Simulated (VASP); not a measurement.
Input of a VASP 6.6.1 run:

The input INCAR:

```
SYSTEM = Ge
  ALGO = Normal
  EDIFF = 1E-7
  ENCUT = 520
  GGA = RP
  GGA_COMPAT = .FALSE.
  ISIF = 2
  ISMEAR = -1
  LASPH = .TRUE.
  LCHARG = .FALSE.
  LNONCOLLINEAR = .TRUE.
  LORBIT = 11
  LORBMOM = .TRUE.
  LREAL = .FALSE.
  LSORBIT = .TRUE.
  LWAVE = .FALSE.
  MAGMOM = 0 0 0 0 0 0
  NBANDS = 40
  NELM = 150
  PREC = Accurate
  SIGMA = 0.05
```

The input KPOINTS:

```
k-points
0
G
  7 7 7
  0 0 0
```

Contents of POSCAR:

```
Ge
1.0
    0.0000000000      2.9132079994      2.9132079994
    2.9132079994      0.0000000000      2.9132079994
    2.9132079994      2.9132079994      0.0000000000
Ge
2
Direct
    0.5000000000      0.5000000000      0.5000000000
    0.7500000000      0.7500000000      0.7500000000
```

Potentials or basis: VASP PAW PBE potentials, release 64 (Ge_d).

The run is started by

```sh
$ cat potpaw_PBE.64/Ge_d/POTCAR > POTCAR
$ mpirun -np 1 vasp_ncl > vasp.out
```

(1) What does it give for the net moment?

(2) Predict the pressure.

Results:

(1) 0.00 μB per cell.

(2) -0.3 GPa.

Caveat: the PAW data sets were made with another functional, which shifts forces and pressure a little.
